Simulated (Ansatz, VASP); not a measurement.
## As: VASP beside Ansatz

The input INCAR:

```
SYSTEM = As
PREC = Accurate ; ENCUT = 520
EDIFF = 1E-8 ; ISMEAR = -1
SIGMA = 0.05 ; LREAL = .False.
LASPH = .True. ; NELM = 60
ALGO = Normal ; ISIF = 2
LWAVE = .False. ; LCHARG = .False.
GGA = CA ; LEFG = .True.
NBANDS = 12
```

The input KPOINTS:

```
Automatic mesh
0
Gamma
  13 13 13
  0 0 0
```

Contents of POSCAR:

```
As
1.0
    1.8797494575      1.0852738553      3.4857700000
   -1.8797494575      1.0852738553      3.4857700000
    0.0000000000     -2.1705477106      3.4857700000
As
2
Direct
    0.2275400000      0.2275400000      0.2275400000
    0.7724600000      0.7724600000      0.7724600000
```

Input for Ansatz:

```yaml
crystal:
  lattice:
    - [1.8797494575, 1.0852738553, 3.48577]
    - [-1.8797494575, 1.0852738553, 3.48577]
    - [0.0, -2.1705477106, 3.48577]
  atoms:
    - { symbol: As, position: [0.22754, 0.22754, 0.22754] }
    - { symbol: As, position: [0.77246, 0.77246, 0.77246] }
kpoints:
  mp_grid: { grid: [13, 13, 13] }
  band_path:
    path:
      - [0.0, 0.0, 0.0]
      - [0.5, 0.5, 0.5]
      - [0.768709909, 0.231290091, 0.5]
      - [0.5, -0.231290091, 0.231290091]
      - [0.5, 0.0, 0.0]
      - [0.0, 0.0, 0.0]
      - [0.3656450455, -0.3656450455, 0.0]
      - [0.6343549545, 0.0, 0.3656450455]
      - [0.5, 0.0, 0.5]
    npoints: 8
scf:
  occupations: { method: fermi_dirac, width: 0.05 }
hamiltonian:
  xc: lda
  pseudopotentials: { kind: all_electron, datasets: crystal }
output:
  forces: true
  stress: true
  eigenvalues: true
  efg: { contact_densities: true }
```

Alike in both runs: task electric field gradients; functional LDA; k mesh 13 × 13 × 13; occupations fermi-dirac, width 0.05 eV; no spin polarisation.

```csv
,VASP,Ansatz
version,VASP 6.6.1,Ansatz 0.2.0
potentials or method,"VASP PAW LDA potentials, release 64 (As), cutoff 520 eV","all-electron PAW with datasets made for the crystal, scalar-relativistic"
```

Ansatz gave:

* pressure (GPa): -1.5
* traceless stress, the component that is largest in VASP (GPa): -0.59
* rms of the force components (eV/Å): 0.040
* size of Vzz on the site where it differs most (V/Å²): 48.9

Task: Which values does VASP return?

Result: Pressure (GPa): -1.1; traceless stress, the component that is largest in VASP (GPa): -0.72; rms of the force components (eV/Å): 0.080; size of Vzz on the site where it differs most (V/Å²): 45.8.

LDA's correlation is that of Perdew and Zunger in VASP and of Perdew and Wang (1992) in Ansatz. Atom by atom the forces differ by 0.040 eV/Å (rms over components). Ansatz ran all-electron here, and VASP with PAW potentials.
